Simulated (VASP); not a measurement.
Write the native input for VASP 6.6.1 that does the following.

```
Task                   : single point
Functional             : PBEsol
Potentials or basis    : VASP PAW PBE potentials, release 64 (Sb)
Cutoff                 : 520 eV
k mesh                 : 12 × 12 × 12
Occupations            : fermi-dirac, width 0.1 eV
Spin                   : no spin polarisation
Dipole correction      : no
Further INCAR settings : ALGO = Normal; EDIFF = 1e-06; NBANDS = 8
```

The structure of Sb lies in POSCAR:

```
Sb
1.0
    3.1771297600      0.0000000000      0.0000000000
    0.0000000000      3.1771297600      0.0000000000
    0.0000000000      0.0000000000      3.1771297600
Sb
1
Direct
    0.0000000000      0.0000000000      0.0000000000
```

This cell differs from its parent crystal: volume scaled by 1.12.

These files were run (other wordings do the same):

INCAR

```
SYSTEM = Sb
ALGO = Normal
EDIFF = 1E-6
ENCUT = 520
GGA = PS
ISIF = 2
ISMEAR = -1
LASPH = .TRUE.
LCHARG = .FALSE.
LREAL = .FALSE.
LWAVE = .FALSE.
NBANDS = 8
NELM = 100
PREC = Accurate
SIGMA = 0.1
```

KPOINTS

```
k-points
0
G
  12 12 12
  0 0 0
```

Potentials or basis: VASP PAW PBE potentials, release 64 (Sb).

Run with:

```bash
$ cat potpaw_PBE.64/Sb/POTCAR > POTCAR
$ mpirun -np 1 vasp_std > vasp.out
```

It gave:

```yaml
Pressure: -5.2 GPa
```

Caveat: the PAW data sets were made with another functional, which shifts forces and pressure a little.

Wall time 6.9 s on 1 thread of Intel Xeon 6975P-C, on a shared host, peak memory 0.15 GiB.
